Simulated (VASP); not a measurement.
Here is a VASP 6.6.1 calculation.

Contents of INCAR:

```
ALGO = Normal
EDIFF = 1E-6
ENCUT = 520
GGA = PE
ISIF = 2
ISMEAR = 0
ISPIN = 2
LASPH = True
LCHARG = False
LORBIT = 11
LREAL = Auto
LWAVE = False
MAGMOM = 0.2 0 0 0 0 0 0 0 0.2 0.2 0 0.2 0 0.2 0 0
NBANDS = 50
NELM = 150
PREC = Accurate
SIGMA = 0.01
```

The input KPOINTS:

```
k-points
0
Gamma
  2 2 2
```

File POSCAR:

```
Si15As
1.0
    0.0000000000      5.4700937543     -5.4700937543
    5.4700937543      5.4700937543      0.0000000000
    5.4700937543      0.0000000000     -5.4700937543
As Si
1 15
Direct
    0.1181353804      0.1207273145      0.1221899381
    0.1228346006      0.6247997873      0.1242534998
    0.6230727696      0.1250229990      0.1264923701
    0.6260303118      0.6256738834      0.1280528012
    0.1228324630      0.1227765494      0.6262688465
    0.1240654624      0.6281762617      0.6296488565
    0.6260360412      0.1265773334      0.6271450004
    0.6241483758      0.6271869287      0.6286624455
    0.2550796061      0.7320674203      0.2586631164
    0.2489543254      0.2505969347      0.2520691005
    0.7484806540      0.7506667087      0.2544941760
    0.7317626491      0.2566168120      0.2580881244
    0.2519450467      0.7502840282      0.7517601825
    0.2550826038      0.2571918152      0.7335252168
    0.7493564451      0.7518974755      0.7533732543
    0.7484787085      0.2530239803      0.7521376877
```

Potentials or basis: VASP PAW PBE potentials, release 64 (As, Si).

Command:

```bash
$ cat potpaw_PBE.64/As/POTCAR potpaw_PBE.64/Si/POTCAR > POTCAR
$ mpirun -np 1 vasp_std > vasp.out
```

Problem. Predict the largest force.

Solution. 0.020 eV/Å.

Problem. Estimate the net moment.

Solution. 0.00 μB per cell.

Problem. What does it give for the pressure?

Solution. 0.8 GPa.

Stress tensor (GPa, compression positive):
```
 0.89 -0.21  0.21
-0.21  0.75  0.22
 0.21  0.22  0.75
```

Caveat: the k points lie up to 0.50 Å⁻¹ apart.
